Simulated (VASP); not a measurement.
As, 2 atoms in the cell. The structure is trigonal, space group R-3m (No. 166). The conventional cell has a = 4.065 Å, b = 4.065 Å, c = 9.957 Å, α = 90.00°, β = 90.00°, γ = 120.00°. As (site symmetry 3m) has 4 As at 2.04 to 2.67 Å within 2.7 Å.  This cell differs from its parent crystal: shortest bond scaled by 0.82.

- Program: VASP 6.6.1
- Task: single point
- Functional: LDA
- Potentials or basis: VASP PAW LDA potentials, release 64 (As)
- Cutoff: 520 eV
- k mesh: 9 × 9 × 9
- Occupations: fermi-dirac, width 0.05 eV
- Spin: no spin polarisation
- Dipole correction: no
- Further INCAR settings: ALGO = Normal; EDIFF = 1e-06; NBANDS = 12

Potentials or basis: VASP PAW LDA potentials, release 64 (As).

Command:

```console
$ cat potpaw_LDA.64/As/POTCAR > POTCAR
$ mpirun -np 1 vasp_std > vasp.out
```

Hardware: 1 thread of Intel(R) Xeon(R) Platinum 8259CL CPU @ 2.50GHz (Skylake/Cascade Lake) (shared host).

**Question.** How long does it take, and how much memory?

**Answer.** Wall time 32 s on 1 thread of Intel(R) Xeon(R) Platinum 8259CL CPU @ 2.50GHz (Skylake/Cascade Lake), on a shared host, peak memory 0.17 GiB. Counts: scf iterations 11, k points 85.
